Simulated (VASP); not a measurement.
Crystal: AlH3.

```xyz
8
Lattice="4.5486 0.0000 0.0000 -2.2743 3.9392 0.0000 0.0000 0.0000 3.6649" Properties=species:S:1:pos:R:3 pbc="T T T"
Al    0.0000    2.6262    2.7487
Al    2.2743    1.3131    0.9162
H     0.0000    1.3173    0.9162
H     1.1335    3.2806    0.9162
H    -1.1335    3.2806    0.9162
H     2.2743    2.6219    2.7487
H     1.1409    0.6587    2.7487
H     3.4078    0.6587    2.7487
```

- Program: VASP 6.6.1
- Task: relaxation of cell and atoms
- Functional: PBEsol
- Potentials or basis: VASP PAW PBE potentials, release 64 (Al, H)
- Cutoff: 600 eV
- k mesh: 6 × 6 × 6
- Occupations: fermi-dirac, width 0.03 eV
- Spin: no spin polarisation

At the start: pressure -19.2 GPa; volume 8.21 Å³/atom.

**Question.** Where does the relaxation end?

**Answer.** Over 37 steps the energy falls by 357.3 meV/atom and the volume is 8.94 Å³/atom (+8.9 %); space group P6_3/mmc (No. 194, to 0.05 Å).

The path:
```csv
step,energy change (eV),largest force (eV/Å),pressure (GPa),volume (Å³)
1,0.0000,0.3250,-19.20,65.67
2,-0.9823,0.2040,-14.15,56.75
3,-1.4728,0.0398,-4.92,49.25
4,-1.5083,0.0664,1.55,46.25
5,-1.5116,0.0393,-0.13,46.94
6,-1.5110,0.0522,0.67,46.61
7,-1.5129,0.0286,0.10,46.82
8,-1.5136,0.0027,-0.50,47.05
9,-1.5146,0.0047,-0.31,46.95
10,-1.5157,0.0190,0.13,46.75
11,-1.5157,0.0228,0.26,46.69
12,-1.5165,0.0187,0.18,46.77
13,-1.5221,0.0132,-0.02,46.99
14,-1.5694,0.0059,-0.55,47.41
15,-1.6590,0.0449,-0.26,48.17
16,-1.8600,0.0666,2.90,49.32
17,-1.9901,0.0832,20.05,49.92
18,-1.9965,0.1089,9.08,49.94
19,-2.0739,0.0994,16.28,49.98
20,-2.0537,0.0896,17.65,49.96
21,-2.0308,0.0825,18.71,49.95
22,-2.0572,0.0958,18.01,50.16
23,-2.1305,0.1344,15.97,50.80
24,-2.2518,0.2080,12.18,52.09
25,-2.4002,0.3410,5.59,54.74
26,-2.3789,0.5568,-4.26,60.29
27,-2.4385,0.4460,0.64,57.21
28,-2.4666,0.4206,0.63,57.58
29,-2.5444,0.3421,0.65,58.67
30,-2.6701,0.1772,0.93,60.88
31,-2.7964,0.1843,2.22,65.37
32,-2.8013,0.3062,2.79,66.87
33,-2.8561,0.0408,0.20,70.79
34,-2.8577,0.0160,-0.30,71.66
35,-2.8577,0.0096,-0.24,71.56
36,-2.8581,0.0056,0.12,71.46
37,-2.8581,0.0066,0.02,71.49
```

Final structure:
```cif
data_structure
_symmetry_space_group_name_H-M 'P 1'
_symmetry_Int_Tables_number 1
_cell_length_a 5.8504
_cell_length_b 5.8504
_cell_length_c 2.4118
_cell_angle_alpha 90.000
_cell_angle_beta 90.000
_cell_angle_gamma 120.000
_cell_volume 71.49
loop_
_atom_site_label
_atom_site_type_symbol
_atom_site_fract_x
_atom_site_fract_y
_atom_site_fract_z
_atom_site_occupancy
Al1 Al 0.33333 0.66667 0.75000 1
Al2 Al 0.66667 0.33333 0.25000 1
H1 H 0.20540 0.41080 0.25000 1
H2 H 0.58920 0.79460 0.25000 1
H3 H 0.20540 0.79460 0.25000 1
H4 H 0.79460 0.58920 0.75000 1
H5 H 0.41080 0.20540 0.75000 1
H6 H 0.79460 0.20540 0.75000 1
```

Caveat: the PAW data sets were made with another functional, which shifts forces and pressure a little.
